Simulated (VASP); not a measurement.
A run of VASP 6.6.1 is set up as follows.

File INCAR:

```
PREC = Accurate ; ENCUT = 520
EDIFF = 1E-6 ; ISMEAR = 0
SIGMA = 0.1 ; LREAL = False
LASPH = True ; NELM = 60
ALGO = Normal ; ISIF = 2
LWAVE = False ; LCHARG = True
GGA = PE ; LELF = True
LVHAR = True ; NBANDS = 33
```

KPOINTS

```
regular mesh
0
Gamma
  6 6 6
```

The input POSCAR:

```
ZnSn2N2
1.0
    2.7185241850      1.5695406682      4.4951274646
   -2.7185241850      1.5695406682      4.4951274646
    0.0000000000     -3.1390813418      4.4951274627
Zn Sn N
1 2 2
Direct
    0.0000000000      0.0000000000      0.0000000000
    0.7957038013      0.7957038013      0.7957038013
    0.2042961987      0.2042961987      0.2042961987
    0.5414474544      0.5414474544      0.5414474544
    0.4585525456      0.4585525456      0.4585525456
```

Potentials or basis: VASP PAW PBE potentials, release 64 (Zn, Sn_d, N).

Run with:

```bash
$ cat potpaw_PBE.64/Zn/POTCAR potpaw_PBE.64/Sn_d/POTCAR potpaw_PBE.64/N/POTCAR > POTCAR
$ mpirun -np 1 vasp_std > vasp.out
```

(1) Predict the band gap on the k mesh.

(2) What does it give for the pressure?

Results:

(1) zero (bands 25 and 26 overlap by 0.86 eV).

(2) 0.7 GPa.

Caveat: the standard files for N, O and F lose accuracy on very short bonds; spin-orbit coupling is left out, which moves the levels of the heavy elements; forces of over 1 eV/Å act on the atoms, so gaps and moduli don't describe the material at rest.
